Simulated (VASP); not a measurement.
Al7Ni8 (a cell with a defect): relaxation of the atoms with PBE

System: Al7Ni8 (a cell with a defect).

```
Ni Al
1.0
     5.78365    0.00000    0.00000
     0.00000    5.78365    0.00000
     0.00000    0.00000    5.78365
Ni Al
8 7
Direct
  0.00104 0.00086 0.00042
  0.00000 0.00000 0.50000
  0.00073 0.49920 0.00013
  0.00000 0.50000 0.50000
  0.49902 0.00091 0.00049
  0.50000 0.00000 0.50000
  0.49923 0.49898 0.00023
  0.50000 0.50000 0.50000
  0.25000 0.25000 0.25000
  0.25004 0.74966 0.24931
  0.25008 0.75000 0.74937
  0.75013 0.25000 0.24934
  0.75006 0.24979 0.74933
  0.75001 0.74994 0.24948
  0.74997 0.75011 0.74925
```

- Program: VASP 6.6.1
- Task: relaxation of the atoms
- Functional: PBE
- Potentials or basis: VASP PAW PBE potentials, release 64 (Ni, Al)
- Cutoff: 520 eV
- k mesh: 3 × 3 × 3
- Occupations: methfessel-paxton, width 0.1 eV
- Spin: no spin polarisation
- Dipole correction: no
- Further INCAR settings: LREAL = Auto; ALGO = Normal; EDIFF = 1e-06; IBRION = 2; EDIFFG = -0.02; NSW = 90

* Energy gained by relaxing: 0.1 meV/atom
* Ionic steps: 5
* Pressure after relaxing: -4.1 GPa
* Largest force after relaxing: 0.011 eV/Å
* Band gap on the k mesh: zero (an odd number of electrons rules out a gap without spin polarisation)

Forces on the atoms (eV/Å):
```
Ni   0.003  0.006 -0.003
Ni   0.005  0.006  0.008
Ni   0.007 -0.006  0.000
Ni   0.006 -0.006  0.007
Ni  -0.004  0.005 -0.004
Ni  -0.005  0.005  0.008
Ni  -0.006 -0.003 -0.001
Ni  -0.006 -0.005  0.008
Al   0.000  0.000 -0.011
Al   0.000  0.001 -0.003
Al   0.000 -0.001 -0.002
Al   0.000  0.000 -0.003
Al   0.000  0.001 -0.002
Al   0.000 -0.001  0.007
Al   0.001 -0.001 -0.011
```

Step by step:
| step | energy change (eV) | largest force (eV/Å) | pressure (GPa) |
| --- | --- | --- | --- |
| 1 | 0.0000 | 0.0659 | -3.90 |
| 2 | -0.0010 | 0.0378 | -3.99 |
| 3 | -0.0014 | 0.0257 | -4.05 |
| 4 | -0.0014 | 0.0218 | -4.03 |
| 5 | -0.0015 | 0.0115 | -4.12 |

Final structure:
```
Ni Al
1.0
     5.78365    0.00000    0.00000
     0.00000    5.78365    0.00000
     0.00000    0.00000    5.78365
Ni Al
8 7
Cartesian
  0.0050 0.0041 5.7789
  0.0029 0.0022 2.8937
  0.0042 2.8873 5.7781
  0.0025 2.8892 2.8942
  2.8872 0.0044 5.7791
  2.8892 0.0024 2.8937
  2.8878 2.8868 5.7783
  2.8895 2.8890 2.8941
  1.4459 1.4460 1.4484
  1.4461 4.3370 1.4450
  1.4462 4.3377 4.3367
  4.3380 1.4458 1.4451
  4.3379 1.4453 4.3366
  4.3378 4.3376 1.4429
  4.3377 4.3380 4.3386
```

Levels at points of the mesh, in eV from the Fermi level:
```csv
k point,band 48,band 49,band 50,band 51,band 52,band 53,band 54,band 55
"(0.00, 0.00, 0.00)",-0.99,-0.96,-0.96,-0.51,-0.51,-0.51,1.56,1.56
```

Run time: 10 min on 4 MPI ranks on Oxide Virtual Turin-like Processor, with other jobs on the host, peak memory 0.38 GiB a rank.

Caveat: the k points lie up to 0.36 Å⁻¹ apart, too coarse for converged energies and pressures of a metal. Spin polarisation is off, so any magnetic state and its effect on volume and gap are missing.
